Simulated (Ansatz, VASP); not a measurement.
# LiCl: VASP beside Ansatz

File INCAR:

```
SYSTEM = LiCl
PREC = Accurate
ENCUT = 520
EDIFF = 1E-6
ISMEAR = -1
SIGMA = 0.02
LREAL = .FALSE.
LASPH = .TRUE.
NELM = 100
ALGO = Normal
ISIF = 2
LWAVE = .FALSE.
LCHARG = .FALSE.
GGA = PE
NBANDS = 18
```

File KPOINTS:

```
regular mesh
0
G
  12 12 6
  0 0 0
```

Contents of POSCAR:

```
LiCl
1.0
    3.9500342656      0.0000000000      0.0000000000
   -1.9750171328      3.6042882940      0.0000000000
    0.0000000000      0.0000000000      5.2325458864
Li Cl
2 2
Direct
    0.3356418512      0.6712837025      0.2500000000
    0.6643581488      0.3287162975      0.7500000000
    0.6612462825      0.3224925650      0.2500000000
    0.3387537175      0.6775074350      0.7500000000
```

Input for Ansatz:

```yaml
crystal:
  lattice:
    - [3.9500342656, 0.0, 0.0]
    - [-1.9750171328, 3.604288294, 0.0]
    - [0.0, 0.0, 5.2325458864]
  atoms:
    - { symbol: Li, position: [0.3356418512, 0.6712837025, 0.25] }
    - { symbol: Li, position: [0.6643581488, 0.3287162975, 0.75] }
    - { symbol: Cl, position: [0.6612462825, 0.322492565, 0.25] }
    - { symbol: Cl, position: [0.3387537175, 0.677507435, 0.75] }
kpoints:
  mp_grid: { grid: [12, 12, 6] }
  band_path:
    path:
      - [0.0, 0.0, 0.0]
      - [0.5, 0.0, 0.0]
      - [0.3333333333, 0.3333333333, 0.0]
      - [0.0, 0.0, 0.5]
      - [0.5, 0.0, 0.5]
      - [0.3333333333, 0.3333333333, 0.5]
    npoints: 1
hamiltonian:
  xc: pbe
scf:
  occupations: { method: fermi_dirac, width: 0.02 }
  n_extra_bands: 5
output:
  forces: true
  stress: true
  eigenvalues: true
```

Change from the starting cell: uniaxial_x strain -5.1%.

Alike in both runs: task single point; functional PBE; k mesh 12 × 12 × 6; occupations fermi-dirac, width 0.02 eV; no spin polarisation.

```csv
,VASP,Ansatz
version,VASP 6.6.1,Ansatz 0.2.0
potentials or method,"VASP PAW PBE potentials, release 64 (Li_sv, Cl)","plane waves, PAW"
plane-wave cutoff (eV),520,420
valence electrons in the cell,20,20
```

|  | VASP | Ansatz | Ansatz less VASP |
| --- | --- | --- | --- |
| gap on the k mesh at the Fermi level (eV) | 5.80 | 5.79 | -0.008 |

Noted on VASP's run: the cutoff is under 1.25 times that of the potentials, so the pressure is a little rough.
